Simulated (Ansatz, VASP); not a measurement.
# Two plane-wave programs on Li3H2

```
CELL_PARAMETERS angstrom
2.52581 0.00000 0.00000
0.00000 2.78642 0.00000
0.00000 0.00000 7.47795
ATOMIC_POSITIONS crystal
Li 0.00000 0.50000 0.31033
Li 0.00000 0.50000 0.92731
Li 0.00000 0.00000 0.61103
H 0.50000 0.00000 0.82354
H 0.50000 0.50000 0.49979
```

Change from the starting cell: species swapped into the Er2Si3 type (Pmm2, No. 25).

Alike in both runs: task relaxation of cell and atoms; functional PBE; k mesh 12 × 12 × 4; occupations gaussian, width 0.1 eV; no spin polarisation.

|  | VASP | Ansatz |
| --- | --- | --- |
| version | VASP 6.6.1 | Ansatz 0.2.0 |
| potentials or method | VASP PAW PBE potentials, release 64 (Li_sv, H), cutoff 600 eV | scalar-relativistic, plane waves, PAW |
| valence electrons in the cell | 11 | 11 |

```csv
,VASP,Ansatz,Ansatz less VASP
"gap on the k mesh at the Fermi level, each at its own relaxed structure (eV)",none,none,-
relaxed volume (Å³/atom),10.52,10.56,+0.041
relaxed length of the cell vector where the two differ most in proportion (Å),2.526,2.530,+0.0042
```

A gap of «none» marks a metal or a gap that the smearing closes.

Noted on VASP's run: the cutoff is under 1.25 times that of the potentials, so the pressure is a little rough.
